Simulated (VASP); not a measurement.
# WSe2 in VASP: a series of runs

The runs below take WSe2 through single point, with PBE+D3(BJ).

Everything below comes from runs of VASP 6.6.1. Logs are shortened: lines on timing, memory, paths and dates and some standing lists are left out, and cuts for length are marked.

**1. The cell of the first run**

The typed cell holds 6 atoms: a = 3.303 Å, b = 3.303 Å, c = 13.372 Å, α = 90.00°, β = 90.00°, γ = 120.00°.

**2. Single point, PBE+D3(BJ) (21.05 Å³/atom)**

The input, INCAR:

```
PREC = Accurate
ENCUT = 520
EDIFF = 1E-6
ISMEAR = 0
SIGMA = 0.02
LREAL = F
LASPH = T
NELM = 100
ALGO = Normal
ISIF = 2
LWAVE = F
LCHARG = F
GGA = PE
IVDW = 12
NBANDS = 35
```

The input, KPOINTS:

```
Automatic mesh
0
Gamma
  9 9 2
```

The input, POSCAR:

```
WSe2
1.0
    3.3025318387      0.0000000000      0.0000000000
   -1.6512659194      2.8600764691      0.0000000000
    0.0000000000      0.0000000000     13.3718926522
W Se
2 4
Direct
    0.6666666667      0.3333333333      0.2500171605
    0.3333333333      0.6666666667      0.7499828395
    0.3333333333      0.6666666667      0.3757966425
    0.6666666667      0.3333333333      0.8757622510
    0.3333333333      0.6666666667      0.1242377490
    0.6666666667      0.3333333333      0.6242033575
```

Potentials or basis: VASP PAW PBE potentials, release 64 (W_sv, Se).

The run is started by

```
cat potpaw_PBE.64/W_sv/POTCAR potpaw_PBE.64/Se/POTCAR > POTCAR
mpirun -np 1 vasp_std > vasp.out
```

OUTCAR:

```text
PREC = Accurate
   ENCUT = 520
   EDIFF = 1E-6
   ISMEAR = 0
   LREAL = F
   LASPH = T
   NELM = 100
   ISIF = 2
   GGA = PE
   IVDW = 12
 IVDW          = 12

 ion  position               nearest neighbor table
   1  0.667  0.333  0.250-   5 2.54   5 2.54   5 2.54   3 2.54   3 2.54   3 2.54
   2  0.333  0.667  0.750-   4 2.54   4 2.54   4 2.54   6 2.54   6 2.54   6 2.54
   3  0.333  0.667  0.376-   1 2.54   1 2.54   1 2.54
   4  0.667  0.333  0.876-   2 2.54   2 2.54   2 2.54
   5  0.333  0.667  0.124-   1 2.54   1 2.54   1 2.54
   6  0.667  0.333  0.624-   2 2.54   2 2.54   2 2.54

  LATTYP: Found a hexagonal cell.
 ALAT       =     3.3025318387
 C/A-ratio  =     4.0489822068

  Lattice vectors:

 A1 = (   3.3025318387,   0.0000000000,   0.0000000000)
 A2 = (  -1.6512659194,   2.8600764691,   0.0000000000)
 A3 = (   0.0000000000,   0.0000000000,  13.3718926522)

Analysis of symmetry for initial positions (statically):
=====================================================================
 Subroutine PRICEL returns:
 Original cell was already a primitive cell.

 Routine SETGRP: Setting up the symmetry group for a
 hexagonal supercell.

 Subroutine GETGRP returns: Found 12 space group operations
 (whereof 12 operations were pure point group operations)
 out of a pool of 24 trial point group operations.

The static configuration has the point symmetry D_3d.

Analysis of symmetry for dynamics (positions and initial velocities):
=====================================================================
 Subroutine PRICEL returns:
 Original cell was already a primitive cell.

 Routine SETGRP: Setting up the symmetry group for a
 hexagonal supercell.

 Subroutine GETGRP returns: Found 12 space group operations
 (whereof 12 operations were pure point group operations)
 out of a pool of 24 trial point group operations.

The dynamic configuration has the point symmetry D_3d.

 Subroutine INISYM returns: Found 12 space group operations
 (whereof 12 operations are pure point group operations),
 and found     1 'primitive' translations

----------------------------------------------------------------------------------------

                                     Primitive cell

  volume of cell :     126.3041

  direct lattice vectors                    reciprocal lattice vectors
     3.302531839  0.000000000  0.000000000     0.302797989  0.174820501  0.000000000
    -1.651265919  2.860076469  0.000000000     0.000000000  0.349641001  0.000000000
     0.000000000  0.000000000 13.371892652     0.000000000  0.000000000  0.074783729

  length of vectors
     3.302531839  3.302531839 13.371892652     0.349641001  0.349641001  0.074783729

  position of ions in fractional coordinates (direct lattice)
     0.666666667  0.333333333  0.250017161
     0.333333333  0.666666667  0.749982839
     0.333333333  0.666666667  0.375796642
     0.666666667  0.333333333  0.875762251
     0.333333333  0.666666667  0.124237749
     0.666666667  0.333333333  0.624203358

  ion indices of the primitive-cell ions
   primitive index   ion index
                 1           1
                 2           2
                 3           3
                 4           4
                 5           5
                 6           6

----------------------------------------------------------------------------------------

 KPOINTS: Automatic mesh

Automatic generation of k-mesh.
 Grid dimensions read from file:
 generate k-points for:    9    9    2

 Generating k-lattice:

  Cartesian coordinates                     Fractional coordinates (reciprocal lattice)
     0.033644221  0.019424500  0.000000000     0.111111111 -0.000000000  0.000000000
     0.000000000  0.038849000  0.000000000     0.000000000  0.111111111  0.000000000
     0.000000000  0.000000000  0.037391865     0.000000000  0.000000000  0.500000000

  Length of vectors
     0.038849000  0.038849000  0.037391865

  Shift w.r.t. Gamma in fractional coordinates (k-lattice)
     0.000000000  0.000000000  0.000000000

 Subroutine IBZKPT returns following result:
 ===========================================

 Found     24 irreducible k-points:

 Following reciprocal coordinates:
            Coordinates               Weight
  0.000000  0.000000  0.000000      1.000000
  0.111111  0.000000  0.000000      6.000000
  0.222222  0.000000  0.000000      6.000000
  0.333333  0.000000  0.000000      6.000000
  0.444444  0.000000  0.000000      6.000000
  0.111111  0.111111  0.000000      6.000000
[... 16 lines left out ...]
  0.333333  0.222222  0.500000     12.000000
  0.333333  0.333333  0.500000      2.000000
   k-points           NKPTS =     24   k-points in BZ     NKDIM =     24   number of bands    NBANDS=     35
   number of dos      NEDOS =    301   number of ions     NIONS =      6
   total plane-waves  NPLWV =  78400
   dimension x,y,z NGX =    28 NGY =   28 NGZ =  100
   dimension x,y,z NGXF=    56 NGYF=   56 NGZF=  200
   ions per type =               2   4
   NGX,Y,Z   is equivalent  to a cutoff of  14.09, 14.09, 12.43 a.u.
   NGXF,Y,Z  is equivalent  to a cutoff of  28.19, 28.19, 24.86 a.u.
 SYSTEM =  unknown system
   PREC   = accura    normal or accurate (medium, high low for compatibility)
   ISTART =      0    job   : 0-new  1-cont  2-samecut
   ICHARG =      2    charge: 1-file 2-atom 10-const
   ISPIN  =      1    spin polarized calculation?
   LNONCOLLINEAR =      F non collinear calculations
   LSORBIT =      F    spin-orbit coupling
   LASPH  =      T    aspherical Exc in radial PAW
   ENCUT  =  520.0 eV  38.22 Ry    6.18 a.u.   6.14  6.14 24.86*2*pi/ulx,y,z
   NELM   =    100;   NELMIN=  2; NELMDL= -5     # of ELM steps
   EDIFF  = 0.1E-05   stopping-criterion for ELM
   LREAL  =      F    real-space projection
   EDIFFG = 0.1E-04   stopping-criterion for IOM
   NSW    =      0    number of steps for IOM
   IBRION =     -1    ionic relax: 0-MD 1-quasi-New 2-CG
   NFREE  =      0    steps in history (QN), initial steepest desc. (CG)
   ISIF   =      2    stress and relaxation
   ISYM   =      2    0-nonsym 1-usesym 2-fastsym
   POTIM  = 0.5000    time-step for ionic-motion
   TEBEG  =    0.0;   TEEND  =   0.0 temperature during run
   PSTRESS=    0.0 pullay stress
   NELECT =      52.0000    total number of electrons
   NUPDOWN=      -1.0000    fix difference up-down
   EMIN   =  10.00;   EMAX   =-10.00  energy-range for DOS
   EFERMI =   0.00;   METHOD = LEGACY
   ISMEAR =     0;   SIGMA  =   0.02  broadening in eV -4-tet -1-fermi 0-gaus
   EFERMI_NEDOS =   21; number of points for ismear=-14 and -15
   IALGO  =     38    algorithm
   IMIX   =      4    mixing-type and parameters
     AMIX     =   0.40;   BMIX     =  1.00
     AMIX_MAG =   1.60;   BMIX_MAG =  1.00
  volume/ion in A,a.u.               =      21.05       142.06
  Fermi-wavevector in a.u.,A,eV,Ry     =   1.217877  2.301454 20.180493  1.483224
  Thomas-Fermi vector in A             =   2.353183
   LORBIT       =      0    0 simple, 1 ext, 2 COOP (PROOUT), +10 PAW based schemes
   GGA     = PE    functional components
   LHFCALC =     F    Hartree Fock is set to
   AEXX    =    0.0000 exact exchange contribution
   IVDW    =    12    specifies the selected vdW correction
   LEPSILON=     F    determine dielectric tensor
   LRPA    =     F    only Hartree local field effects (RPA)
 non-spin polarized calculation
 Gauss-broadening in eV      SIGMA  =   0.02
  energy-cutoff  :      520.00
  volume of cell :      126.30
 maximum number of plane-waves:      3426
 NGX is ok and might be reduce to    28
   NGX = 13   NGY = 13   NGZ = 49

 number of electron      51.9999993 magnetization

 Free energy of the ion-electron system (eV)
  ---------------------------------------------------
  ext. energy  EPLUGINS =         0.00000000
  ---------------------------------------------------
  free energy    TOTEN  =       -43.19981891 eV

  energy without entropy =      -43.19981891  energy(sigma->0) =      -43.19981891

 E-fermi :   5.8500     XC(G=0): -10.5161

 val. band max:        5.7507010805   @ k =   0.0000   0.0000   0.0000
 cond. band min:       6.9399645592   @ k =   0.2222   0.1111   0.0000
 fundamental gap:      1.1892634788
 Fermi energy:         5.8499776318

 k-point     1 :       0.0000    0.0000    0.0000
  band No.  band energies     occupation
      1     -68.5044      2.00000
      2     -68.5043      2.00000
      3     -32.7371      2.00000
      4     -32.7371      2.00000
      5     -32.6194      2.00000
      6     -32.6194      2.00000
[... 27 lines left out ...]
     34       8.7165      0.00000
     35      10.2068      0.00000

 k-point     2 :       0.1111    0.0000    0.0000
  band No.  band energies     occupation
      1     -68.5032      2.00000
      2     -68.5032      2.00000
      3     -32.7321      2.00000
      4     -32.7321      2.00000
      5     -32.6456      2.00000
      6     -32.6456      2.00000
[... 27 lines left out ...]
     34       8.8304      0.00000
     35      11.1425      0.00000

 k-point     3 :       0.2222    0.0000    0.0000
  band No.  band energies     occupation
      1     -68.5004      2.00000
      2     -68.5003      2.00000
      3     -32.7195      2.00000
      4     -32.7195      2.00000
      5     -32.7114      2.00000
      6     -32.7114      2.00000
[... 27 lines left out ...]
     34       9.4376      0.00000
     35      11.9956      0.00000

 k-point     4 :       0.3333    0.0000    0.0000
  band No.  band energies     occupation
      1     -68.4971      2.00000
      2     -68.4971      2.00000
      3     -32.7853      2.00000
      4     -32.7853      2.00000
      5     -32.7052      2.00000
      6     -32.7052      2.00000
[... 27 lines left out ...]
     34       9.8905      0.00000
     35      11.2274      0.00000

 k-point     5 :       0.4444    0.0000    0.0000
  band No.  band energies     occupation
      1     -68.4950      2.00000
      2     -68.4950      2.00000
      3     -32.8330      2.00000
      4     -32.8330      2.00000
      5     -32.6958      2.00000
      6     -32.6958      2.00000
[... 638 lines left out ...]
 k-point    22 :       0.2222    0.2222    0.5000
  band No.  band energies     occupation
      1     -68.4957      2.00000
      2     -68.4957      2.00000
      3     -32.7896      2.00000
      4     -32.7896      2.00000
      5     -32.6989      2.00000
      6     -32.6989      2.00000
[... 27 lines left out ...]
     34      10.0111      0.00000
     35      12.0845      0.00000

 k-point    23 :       0.3333    0.2222    0.5000
  band No.  band energies     occupation
      1     -68.4941      2.00000
      2     -68.4941      2.00000
      3     -32.8068      2.00000
      4     -32.8068      2.00000
      5     -32.7233      2.00000
      6     -32.7233      2.00000
[... 27 lines left out ...]
     34      10.0561      0.00000
     35      11.3439      0.00000

 k-point    24 :       0.3333    0.3333    0.5000
  band No.  band energies     occupation
      1     -68.4935      2.00000
      2     -68.4935      2.00000
      3     -32.7843      2.00000
      4     -32.7843      2.00000
      5     -32.7619      2.00000
      6     -32.7619      2.00000
[... 27 lines left out ...]
     34      10.1964      0.00000
     35      11.7883      0.00000

------------------------ aborting loop because EDIFF is reached ----------------------------------------

 Edisp (eV)   -2.68196

 E8    (eV) :    -1.1962

  FORCE on cell =-STRESS in cart. coord.  units (eV):
  Direction    XX          YY          ZZ          XY          YZ          ZX
  --------------------------------------------------------------------------------------
  -------------------------------------------------------------------------------------
  Total      -1.31504    -1.31504    -1.33714     0.00000    -0.00000     0.00000
  in kB     -16.68143   -16.68143   -16.96177     0.00000    -0.00000     0.00000
  external pressure =      -16.77 kB  Pullay stress =        0.00 kB

 VOLUME and BASIS-vectors are now :
 -----------------------------------------------------------------------------
  energy-cutoff  :      520.00
  volume of cell :      126.30
      direct lattice vectors                 reciprocal lattice vectors
     3.302531839  0.000000000  0.000000000     0.302797989  0.174820501  0.000000000
    -1.651265919  2.860076469  0.000000000     0.000000000  0.349641001  0.000000000
     0.000000000  0.000000000 13.371892652     0.000000000  0.000000000  0.074783729

 POSITION                                       TOTAL-FORCE (eV/Angst)
 -----------------------------------------------------------------------------------
      1.65127      0.95336      3.34320        -0.000000      0.000000     -0.000020
     -0.00000      1.90672     10.02869         0.000000     -0.000000      0.000020
     -0.00000      1.90672      5.02511        -0.000000     -0.000000      0.039304
      1.65127      0.95336     11.71060        -0.000000      0.000000      0.039480
     -0.00000      1.90672      1.66129         0.000000     -0.000000     -0.039480
      1.65127      0.95336      8.34678        -0.000000      0.000000     -0.039304
 -----------------------------------------------------------------------------------
    total drift:                                0.000000      0.000000      0.000000

  FREE ENERGIE OF THE ION-ELECTRON SYSTEM (eV)
  ---------------------------------------------------
  free  energy   TOTEN  =       -45.8817780271 eV

  energy  without entropy=      -45.8817780271  energy(sigma->0) =      -45.88177803
```

It took 3.8 min on 1 thread of Intel Xeon 8259CL, shared host; peak memory 0.31 GiB.

What came out:

- Free energy: -45.8818 eV
- Pressure: -1.7 GPa
- Largest force: 0.039 eV/Å
- Band gap on the k mesh: 1.19 eV (least direct gap 1.53 eV)
- Dispersion energy per atom: -0.447 eV

Forces in eV/Å, atoms in the order of the input:
```
W    0.000  0.000  0.000
W    0.000  0.000  0.000
Se   0.000  0.000  0.039
Se   0.000  0.000  0.039
Se   0.000  0.000 -0.039
Se   0.000  0.000 -0.039
```

Levels at points of the mesh, in eV from the valence-band top:
```
           k point  band 24  band 25  band 26  band 27  band 28  band 29
(0.00, 0.00, 0.00)    -1.22    -0.96     0.00     2.72     2.72     2.75
(0.00, 0.00, 0.50)    -1.40    -0.23    -0.23     2.72     2.72     2.72
```

Caveat: spin-orbit coupling is left out, which moves the levels of the heavy elements.

(Continued in part 2 of 2.)
